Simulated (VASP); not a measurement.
Hf2SeS3, 6 atoms in the cell. It takes space group P-4m2 (No. 115, tetragonal). The conventional cell has a = 3.991 Å, b = 3.991 Å, c = 9.393 Å, α = 90.00°, β = 90.00°, γ = 90.00°. Hf (site symmetry 2mm) has 4 S at 2.41 to 2.44 Å within 3.2 Å. Within 4.5 Å of Se (site symmetry -4m2) lie 8 S at 3.43 Å and 4 Hf at 3.90 Å and 4 Se at 3.99 Å. S (site symmetry 2mm) has 2 Hf at 2.44 Å within 3.2 Å. S (site symmetry -4m2) has 4 Hf at 2.41 Å within 3.2 Å. The cell was built from a structure type or drawn by symmetry, and may not be a known phase.

| Property | Result |
| --- | --- |
| Program | VASP 6.6.1 |
| Task | single point |
| Functional | PBE |
| Potentials or basis | VASP PAW PBE potentials, release 64 (Hf_pv, Se, S) |
| Cutoff | 520 eV |
| k mesh | 4 × 4 × 2 |
| Occupations | gaussian, width 0.1 eV |
| Spin | no spin polarisation |
| Dipole correction | no |
| Further INCAR settings | ALGO = Normal; EDIFF = 1e-06; NBANDS = 31 |

Potentials or basis: VASP PAW PBE potentials, release 64 (Hf_pv, Se, S).

Command:

```console
$ cat potpaw_PBE.64/Hf_pv/POTCAR potpaw_PBE.64/Se/POTCAR potpaw_PBE.64/S/POTCAR > POTCAR
$ mpirun -np 1 vasp_std > vasp.out
```

Hardware: 1 thread of Intel(R) Xeon(R) Platinum 8259CL CPU @ 2.50GHz (Skylake/Cascade Lake) (shared host).

Problem. How long does it take, and how much memory?

Solution. Wall time 67 s on 1 thread of Intel(R) Xeon(R) Platinum 8259CL CPU @ 2.50GHz (Skylake/Cascade Lake), with other jobs on the host, peak memory 0.26 GiB. Counts: scf iterations 19, k points 12.
